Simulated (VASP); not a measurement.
# Ge in VASP: a series of runs

Runs on Ge. Level: PBE. Tasks: single point.

All numbers are computed with VASP 6.6.1; they aren't measurements. Logs are shortened: lines on timing, memory, paths and dates and some standing lists are left out, and cuts for length are marked.

## 1. The cell of the first run

The cell holds a slab with vacuum, 2 atoms: a = 3.856 Å, b = 3.856 Å, c = 28.000 Å, α = 90.00°, β = 90.00°, γ = 120.00°.

## 2. Single point, PBE

Input file INCAR:

```
PREC = Accurate
ENCUT = 520
EDIFF = 1E-6
ISMEAR = 0
SIGMA = 0.1
LREAL = F
LASPH = T
NELM = 100
ALGO = Normal
ISIF = 2
LWAVE = F
LCHARG = F
LDIPOL = T
IDIPOL = 3
DIPOL = 0.5 0.5 0.500
GGA = PE
NBANDS = 21
```

Input file KPOINTS:

```
regular mesh
0
Gamma
  12 12 1
```

Input file POSCAR:

```
Ge
1.0
    3.8560000000      0.0000000000      0.0000000000
   -1.9280000000      3.3393939570      0.0000000000
    0.0000000000      0.0000000000     28.0000000000
Ge
2
Direct
    0.3333333333      0.6666666667      0.5077857143
    0.6666666667      0.3333333333      0.4922142857
```

Potentials or basis: VASP PAW PBE potentials, release 64 (Ge_d).

Run with:

```bash
> cat potpaw_PBE.64/Ge_d/POTCAR > POTCAR
> mpirun -np 1 vasp_std > vasp.out
```

OUTCAR:

```text
PREC = Accurate
   ENCUT = 520
   EDIFF = 1E-6
   ISMEAR = 0
   LREAL = F
   LASPH = T
   NELM = 100
   ISIF = 2
   GGA = PE

 ion  position               nearest neighbor table
   1  0.333  0.667  0.508-   2 2.27   2 2.27   2 2.27
   2  0.667  0.333  0.492-   1 2.27   1 2.27   1 2.27

  LATTYP: Found a hexagonal cell.
 ALAT       =     3.8560000000
 C/A-ratio  =     7.2614107884

  Lattice vectors:

 A1 = (   3.8560000000,   0.0000000000,   0.0000000000)
 A2 = (  -1.9280000000,   3.3393939570,   0.0000000000)
 A3 = (   0.0000000000,   0.0000000000,  28.0000000000)

Analysis of symmetry for initial positions (statically):
=====================================================================
 Subroutine PRICEL returns:
 Original cell was already a primitive cell.

 Routine SETGRP: Setting up the symmetry group for a
 hexagonal supercell.

 Subroutine GETGRP returns: Found 12 space group operations
 (whereof 12 operations were pure point group operations)
 out of a pool of 24 trial point group operations.

The static configuration has the point symmetry D_3d.

Analysis of symmetry for dynamics (positions and initial velocities):
=====================================================================
 Subroutine PRICEL returns:
 Original cell was already a primitive cell.

 Routine SETGRP: Setting up the symmetry group for a
 hexagonal supercell.

 Subroutine GETGRP returns: Found 12 space group operations
 (whereof 12 operations were pure point group operations)
 out of a pool of 24 trial point group operations.

The dynamic configuration has the point symmetry D_3d.

 Subroutine INISYM returns: Found 12 space group operations
 (whereof 12 operations are pure point group operations),
 and found     1 'primitive' translations

----------------------------------------------------------------------------------------

                                     Primitive cell

  volume of cell :     360.5477

  direct lattice vectors                    reciprocal lattice vectors
     3.856000000  0.000000000  0.000000000     0.259336100  0.149727767  0.000000000
    -1.928000000  3.339393957  0.000000000     0.000000000  0.299455534  0.000000000
     0.000000000  0.000000000 28.000000000     0.000000000  0.000000000  0.035714286

  length of vectors
     3.856000000  3.856000000 28.000000000     0.299455534  0.299455534  0.035714286

  position of ions in fractional coordinates (direct lattice)
     0.333333333  0.666666667  0.507785714
     0.666666667  0.333333333  0.492214286

  ion indices of the primitive-cell ions
   primitive index   ion index
                 1           1
                 2           2

----------------------------------------------------------------------------------------

 KPOINTS: regular mesh

Automatic generation of k-mesh.
 Grid dimensions read from file:
 generate k-points for:   12   12    1

 Generating k-lattice:

  Cartesian coordinates                     Fractional coordinates (reciprocal lattice)
     0.021611342  0.012477314  0.000000000     0.083333333  0.000000000  0.000000000
     0.000000000  0.024954628  0.000000000     0.000000000  0.083333333  0.000000000
     0.000000000  0.000000000  0.035714286     0.000000000  0.000000000  1.000000000

  Length of vectors
     0.024954628  0.024954628  0.035714286

  Shift w.r.t. Gamma in fractional coordinates (k-lattice)
     0.000000000  0.000000000  0.000000000

 Subroutine IBZKPT returns following result:
 ===========================================

 Found     19 irreducible k-points:

 Following reciprocal coordinates:
            Coordinates               Weight
  0.000000  0.000000  0.000000      1.000000
  0.083333  0.000000  0.000000      6.000000
  0.166667 -0.000000  0.000000      6.000000
  0.250000  0.000000  0.000000      6.000000
  0.333333 -0.000000  0.000000      6.000000
  0.416667  0.000000  0.000000      6.000000
[... 11 lines left out ...]
  0.333333  0.250000  0.000000     12.000000
  0.333333  0.333333  0.000000      2.000000
   k-points           NKPTS =     19   k-points in BZ     NKDIM =     19   number of bands    NBANDS=     21
   number of dos      NEDOS =    301   number of ions     NIONS =      2
   total plane-waves  NPLWV = 189000
   dimension x,y,z NGX =    30 NGY =   30 NGZ =  210
   dimension x,y,z NGXF=    60 NGYF=   60 NGZF=  420
   ions per type =               2
   NGX,Y,Z   is equivalent  to a cutoff of  12.93, 12.93, 12.47 a.u.
   NGXF,Y,Z  is equivalent  to a cutoff of  25.87, 25.87, 24.94 a.u.
 SYSTEM =  unknown system
   PREC   = accura    normal or accurate (medium, high low for compatibility)
   ISTART =      0    job   : 0-new  1-cont  2-samecut
   ICHARG =      2    charge: 1-file 2-atom 10-const
   ISPIN  =      1    spin polarized calculation?
   LNONCOLLINEAR =      F non collinear calculations
   LSORBIT =      F    spin-orbit coupling
   LASPH  =      T    aspherical Exc in radial PAW
   ENCUT  =  520.0 eV  38.22 Ry    6.18 a.u.   7.17  7.17 52.06*2*pi/ulx,y,z
   NELM   =    100;   NELMIN=  2; NELMDL= -5     # of ELM steps
   EDIFF  = 0.1E-05   stopping-criterion for ELM
   LREAL  =      F    real-space projection
   EDIFFG = 0.1E-04   stopping-criterion for IOM
   NSW    =      0    number of steps for IOM
   IBRION =     -1    ionic relax: 0-MD 1-quasi-New 2-CG
   NFREE  =      0    steps in history (QN), initial steepest desc. (CG)
   ISIF   =      2    stress and relaxation
   ISYM   =      2    0-nonsym 1-usesym 2-fastsym
   POTIM  = 0.5000    time-step for ionic-motion
   TEBEG  =    0.0;   TEEND  =   0.0 temperature during run
   PSTRESS=    0.0 pullay stress
   NELECT =      28.0000    total number of electrons
   NUPDOWN=      -1.0000    fix difference up-down
   EMIN   =  10.00;   EMAX   =-10.00  energy-range for DOS
   EFERMI =   0.00;   METHOD = LEGACY
   ISMEAR =     0;   SIGMA  =   0.10  broadening in eV -4-tet -1-fermi 0-gaus
   EFERMI_NEDOS =   21; number of points for ismear=-14 and -15
   IALGO  =     38    algorithm
   IMIX   =      4    mixing-type and parameters
     AMIX     =   0.40;   BMIX     =  1.00
     AMIX_MAG =   1.60;   BMIX_MAG =  1.00
  volume/ion in A,a.u.               =     180.27      1216.55
  Fermi-wavevector in a.u.,A,eV,Ry     =   0.698457  1.319893  6.637504  0.487843
  Thomas-Fermi vector in A             =   1.782066
   LORBIT       =      0    0 simple, 1 ext, 2 COOP (PROOUT), +10 PAW based schemes
   GGA     = PE    functional components
   LHFCALC =     F    Hartree Fock is set to
   AEXX    =    0.0000 exact exchange contribution
   IVDW    =     0    specifies the selected vdW correction
   LEPSILON=     F    determine dielectric tensor
   LRPA    =     F    only Hartree local field effects (RPA)
 non-spin polarized calculation
 Gauss-broadening in eV      SIGMA  =   0.10
  energy-cutoff  :      520.00
  volume of cell :      360.55
 maximum number of plane-waves:      9777
 NGX is ok and might be reduce to    30
   NGX = 15   NGY = 15   NGZ =105

 dipolmoment           0.000000      0.000000      0.000000 electrons x Angstroem

 number of electron      27.9999981 magnetization

 dipolmoment           0.000000      0.000000     -0.000000 electrons x Angstroem

 Free energy of the ion-electron system (eV)
  ---------------------------------------------------
  ext. energy  EPLUGINS =         0.00000000
  ---------------------------------------------------
  free energy    TOTEN  =        -7.76616321 eV

  energy without entropy =       -7.76459601  energy(sigma->0) =       -7.76537961

 E-fermi :  -3.2000     XC(G=0):  -1.6767

 val. band max:       -3.1999628564   @ k =   0.3333   0.3333   0.0000
 cond. band min:      -3.1999627286   @ k =   0.3333   0.3333   0.0000
 fundamental gap:      0.0000001278
 Fermi energy:        -3.1999627924

 k-point     1 :       0.0000    0.0000    0.0000
  band No.  band energies     occupation
      1     -28.1242      2.00000
      2     -28.1241      2.00000
      3     -28.0954      2.00000
      4     -28.0657      2.00000
      5     -28.0657      2.00000
      6     -27.8534      2.00000
[... 13 lines left out ...]
     20       1.1750      0.00000
     21       1.6248      0.00000

 k-point     2 :       0.0833    0.0000    0.0000
  band No.  band energies     occupation
      1     -28.1370      2.00000
      2     -28.1362      2.00000
      3     -28.0997      2.00000
      4     -28.0560      2.00000
      5     -28.0528      2.00000
      6     -27.8521      2.00000
[... 13 lines left out ...]
     20       1.2659      0.00000
     21       1.7176      0.00000

 k-point     3 :       0.1667   -0.0000    0.0000
  band No.  band energies     occupation
      1     -28.1609      2.00000
      2     -28.1587      2.00000
      3     -28.1093      2.00000
      4     -28.0415      2.00000
      5     -28.0291      2.00000
      6     -27.8612      2.00000
[... 13 lines left out ...]
     20       1.8609      0.00000
     21       1.9960      0.00000

 k-point     4 :       0.2500    0.0000    0.0000
  band No.  band energies     occupation
      1     -28.1838      2.00000
      2     -28.1805      2.00000
      3     -28.1205      2.00000
      4     -28.0334      2.00000
      5     -28.0058      2.00000
      6     -27.8812      2.00000
[... 13 lines left out ...]
     20       2.4571      0.00000
     21       2.6158      0.00000

 k-point     5 :       0.3333   -0.0000    0.0000
  band No.  band energies     occupation
      1     -28.2016      2.00000
      2     -28.1979      2.00000
      3     -28.1302      2.00000
      4     -28.0318      2.00000
      5     -27.9874      2.00000
      6     -27.8987      2.00000
[... 13 lines left out ...]
     20       3.0967      0.00000
     21       3.2551      0.00000
[... 262 lines left out ...]
     20       4.4779      0.00000
     21       4.7080      0.00000

 k-point    17 :       0.2500    0.2500    0.0000
  band No.  band energies     occupation
      1     -28.2631      2.00000
      2     -28.1633      2.00000
      3     -28.1366      2.00000
      4     -28.0323      2.00000
      5     -27.9474      2.00000
      6     -27.9222      2.00000
[... 13 lines left out ...]
     20       3.5202      0.00000
     21       3.7175      0.00000

 k-point    18 :       0.3333    0.2500    0.0000
  band No.  band energies     occupation
      1     -28.2761      2.00000
      2     -28.1563      2.00000
      3     -28.1407      2.00000
      4     -28.0332      2.00000
      5     -27.9390      2.00000
      6     -27.9264      2.00000
[... 13 lines left out ...]
     20       4.3626      0.00000
     21       4.4533      0.00000

 k-point    19 :       0.3333    0.3333    0.0000
  band No.  band energies     occupation
      1     -28.2829      2.00000
      2     -28.1465      2.00000
      3     -28.1465      2.00000
      4     -28.0333      2.00000
      5     -27.9307      2.00000
      6     -27.9307      2.00000
[... 13 lines left out ...]
     20       4.0307      0.00000
     21       4.0307      0.00000

------------------------ aborting loop because EDIFF is reached ----------------------------------------

 vacuum level on the upper side and lower side of the slab       (xc-potential included)        -0.006        -0.006

  FORCE on cell =-STRESS in cart. coord.  units (eV):
  Direction    XX          YY          ZZ          XY          YZ          ZX
  --------------------------------------------------------------------------------------
  -------------------------------------------------------------------------------------
  Total        4.5127088      4.5127088      0.3613348      0.0000000     -0.0000000      0.0000000
  in kB       20.0532691     20.0532691      1.6056752      0.0000000     -0.0000000      0.0000000
  external PRESSURE =      13.9040711 kB  Pullay stress =       0.0000000 kB

 VOLUME and BASIS-vectors are now :
 -----------------------------------------------------------------------------
  energy-cutoff  :      520.00
  volume of cell :      360.55
      direct lattice vectors                 reciprocal lattice vectors
     3.856000000  0.000000000  0.000000000     0.259336100  0.149727767  0.000000000
    -1.928000000  3.339393957  0.000000000     0.000000000  0.299455534  0.000000000
     0.000000000  0.000000000 28.000000000     0.000000000  0.000000000  0.035714286

 POSITION                                       TOTAL-FORCE (eV/Angst)
 -----------------------------------------------------------------------------------
     -0.00000      2.22626     14.21800         0.000000     -0.000000      0.862692
      1.92800      1.11313     13.78200        -0.000000      0.000000     -0.862692
 -----------------------------------------------------------------------------------
    total drift:                                0.000000     -0.000000     -0.000000

  FREE ENERGIE OF THE ION-ELECTRON SYSTEM (eV)
  ---------------------------------------------------
  free  energy   TOTEN  =        -7.7661632069 eV

  energy  without entropy=       -7.7645960136  energy(sigma->0) =       -7.76537961

 vacuum level on the upper side and lower side of the slab         1.151         1.151
```

It took 1.9 min on 1 thread of AMD EPYC 9R45 (Zen 5), shared host; peak memory 0.45 GiB.

What came out:

* Free energy: -7.7662 eV
* Largest force: 0.863 eV/Å
* Band gap on the k mesh: zero (filled and empty bands touch)

Forces on the atoms (eV/Å):
```
Ge   0.000  0.000  0.863
Ge   0.000  0.000 -0.863
```

## 3. Single point, PBE

Input file INCAR:

```
PREC = Accurate ; ENCUT = 520
EDIFF = 1E-6 ; ISMEAR = 0
SIGMA = 0.1 ; LREAL = F
LASPH = T ; NELM = 100
ALGO = Normal ; ISIF = 2
LWAVE = F ; LCHARG = F
LDIPOL = T ; IDIPOL = 3
DIPOL = 0.5 0.5 0.500 ; GGA = PE
NBANDS = 21
```

KPOINTS is that of step 2.

Input file POSCAR:

```
Ge
1.0
    3.8560000000      0.0000000000      0.0000000000
   -1.9280000000      3.3393939570      0.0000000000
    0.0000000000      0.0000000000     28.0000000000
Ge
2
Direct
    0.3333333333      0.6666666667      0.5129821429
    0.6666666667      0.3333333333      0.4870178571
```

Potentials or basis: VASP PAW PBE potentials, release 64 (Ge_d).

Run with:

```bash
> cat potpaw_PBE.64/Ge_d/POTCAR > POTCAR
> mpirun -np 1 vasp_std > vasp.out
```

OUTCAR:

```text
PREC = Accurate
   ENCUT = 520
   EDIFF = 1E-6
   ISMEAR = 0
   LREAL = F
   LASPH = T
   NELM = 100
   ISIF = 2
   GGA = PE

 ion  position               nearest neighbor table
   1  0.333  0.667  0.513-   2 2.34   2 2.34   2 2.34
   2  0.667  0.333  0.487-   1 2.34   1 2.34   1 2.34

  LATTYP: Found a hexagonal cell.
 ALAT       =     3.8560000000
 C/A-ratio  =     7.2614107884

  Lattice vectors:

 A1 = (   3.8560000000,   0.0000000000,   0.0000000000)
 A2 = (  -1.9280000000,   3.3393939570,   0.0000000000)
 A3 = (   0.0000000000,   0.0000000000,  28.0000000000)

[... 637 lines left out ...]

  FORCE on cell =-STRESS in cart. coord.  units (eV):
  Direction    XX          YY          ZZ          XY          YZ          ZX
  --------------------------------------------------------------------------------------
  -------------------------------------------------------------------------------------
  Total        3.0720658      3.0720658      0.1123605      0.0000000      0.0000000      0.0000000
  in kB       13.6514375     13.6514375      0.4992998      0.0000000      0.0000000      0.0000000
  external PRESSURE =       9.2673916 kB  Pullay stress =       0.0000000 kB

 VOLUME and BASIS-vectors are now :
 -----------------------------------------------------------------------------
  energy-cutoff  :      520.00
  volume of cell :      360.55
      direct lattice vectors                 reciprocal lattice vectors
     3.856000000  0.000000000  0.000000000     0.259336100  0.149727767  0.000000000
    -1.928000000  3.339393957  0.000000000     0.000000000  0.299455534  0.000000000
     0.000000000  0.000000000 28.000000000     0.000000000  0.000000000  0.035714286

 POSITION                                       TOTAL-FORCE (eV/Angst)
 -----------------------------------------------------------------------------------
     -0.00000      2.22626     14.36350        -0.000000      0.000000      0.169109
      1.92800      1.11313     13.63650         0.000000     -0.000000     -0.169109
 -----------------------------------------------------------------------------------
    total drift:                                0.000000      0.000000     -0.000000

  FREE ENERGIE OF THE ION-ELECTRON SYSTEM (eV)
  ---------------------------------------------------
  free  energy   TOTEN  =        -7.9417347942 eV

  energy  without entropy=       -7.9398065923  energy(sigma->0) =       -7.94077069

 vacuum level on the upper side and lower side of the slab         1.116         1.116
```

OSZICAR:

```text
N       E                     dE             d eps       ncg     rms          rms(c)
DAV:   1     0.157260395195E+03    0.15726E+03   -0.14033E+04   947   0.136E+03
DAV:   2     0.949167555271E+01   -0.14777E+03   -0.14397E+03  1102   0.270E+02
DAV:   3    -0.740401057217E+01   -0.16896E+02   -0.16817E+02  1033   0.112E+02
DAV:   4    -0.815253378183E+01   -0.74852E+00   -0.74800E+00  1049   0.270E+01
[... 12 lines left out ...]
DAV:  17    -0.794170419125E+01   -0.15902E-04   -0.11144E-06   909   0.180E-02    0.187E-03
DAV:  18    -0.794172641777E+01   -0.22227E-04   -0.12651E-06   727   0.423E-03    0.140E-03
DAV:  19    -0.794173053481E+01   -0.41170E-05   -0.19398E-07   801   0.596E-03    0.291E-04
DAV:  20    -0.794173410264E+01   -0.35678E-05   -0.62412E-08   691   0.176E-03    0.979E-05
DAV:  21    -0.794173479416E+01   -0.69153E-06   -0.56440E-09   722   0.642E-04
   1 F= -.79417348E+01 E0= -.79407707E+01  d E =-.192820E-02
```

Wall time 2 min (1 thread of AMD EPYC 9R45 (Zen 5), shared host); peak memory 0.45 GiB.

What came out:

- Free energy: -7.9417 eV
- Largest force: 0.169 eV/Å
- Band gap on the k mesh: zero (filled and empty bands touch)

Forces in eV/Å, atoms in the order of the input:
```
Ge   0.000  0.000  0.169
Ge   0.000  0.000 -0.169
```

## 4. Single point, PBE

Input file INCAR:

```
PREC = Accurate
ENCUT = 520
EDIFF = 1E-6
ISMEAR = 0
SIGMA = 0.1
LREAL = F
LASPH = T
NELM = 100
ALGO = Normal
ISIF = 2
LWAVE = F
LCHARG = F
LDIPOL = T
IDIPOL = 3
DIPOL = 0.5 0.5 0.500
GGA = PE
NBANDS = 21
```

Input file KPOINTS:

```
Automatic mesh
0
Gamma
  12 12 1
```

Input file POSCAR:

```
Ge
1.0
    3.8560000000      0.0000000000      0.0000000000
   -1.9280000000      3.3393939570      0.0000000000
    0.0000000000      0.0000000000     28.0000000000
Ge
2
Direct
    0.3333333333      0.6666666667      0.5181785714
    0.6666666667      0.3333333333      0.4818214286
```

Run with:

```bash
> cat potpaw_PBE.64/Ge_d/POTCAR > POTCAR
> mpirun -np 1 vasp_std > vasp.out
```

Run time: 2 min. Hardware: 1 thread of AMD EPYC 9R45 (Zen 5), shared host; peak memory 0.46 GiB.

Results (log left out):

```yaml
Free_energy: -7.8308 eV
Largest_force: 0.931 eV/Å
Band_gap_on_the_k_mesh: zero (bands 14 and 15 overlap by 0.92 eV)
```

Forces on the atoms (eV/Å):
```
Ge   0.000  0.000 -0.931
Ge   0.000  0.000  0.931
```

Levels at points of the mesh, in eV from the Fermi level:
| k point | band 11 | band 12 | band 13 | band 14 | band 15 | band 16 | band 17 | band 18 |
| --- | --- | --- | --- | --- | --- | --- | --- | --- |
| (0.00, 0.00, 0.00) | -11.32 | -4.39 | 0.47 | 0.47 | 1.19 | 2.19 | 3.91 | 4.09 |
| (0.50, 0.00, 0.00) | -9.02 | -7.16 | -1.69 | -1.30 | 0.09 | 2.40 | 4.64 | 6.08 |

## 5. Overview

```csv
cell,gap on the mesh (eV),largest force (eV/Å)
"as given, atomic positions A",none,0.86
"as given, atomic positions B",none,0.17
"as given, atomic positions C",none,0.93
```

Alike in all rows: task single point; level PBE; potentials or basis VASP PAW PBE potentials, release 64 (Ge_d); no spin polarisation; k mesh 12 × 12 × 1; cutoff (eV) 520; smearing gaussian 0.1 eV.

Total energies depend on the potentials used, so only differences within one code and one set of settings carry meaning.
